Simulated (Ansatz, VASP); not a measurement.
## One calculation of GaN, two programs

```
Ga N
1.0
     0.00000    2.27434    2.27434
     2.27434    0.00000    2.27434
     2.27434    2.27434    0.00000
Ga N
1 1
Cartesian
  0.0000 0.0000 0.0000
  1.1372 1.1372 1.1372
```

Alike in both runs: task single point; functional PBE; k mesh 10 × 10 × 10; occupations gaussian, width 0.02 eV; no spin polarisation.

|  | VASP | Ansatz |
| --- | --- | --- |
| version | VASP 6.6.1 | Ansatz 0.2.0 |
| potentials or method | VASP PAW PBE potentials, release 64 (Ga_d, N), cutoff 600 eV | scalar-relativistic, plane waves, PAW |
| valence electrons in the cell | 18 | 18 |

```tsv
	VASP	Ansatz	Ansatz less VASP
gap on the k mesh at the Fermi level (eV)	1.55	1.54	-0.003
least direct gap on the mesh (eV)	1.55	1.54	-0.003
pressure (GPa)	-0.1	0.0	+0.07
```
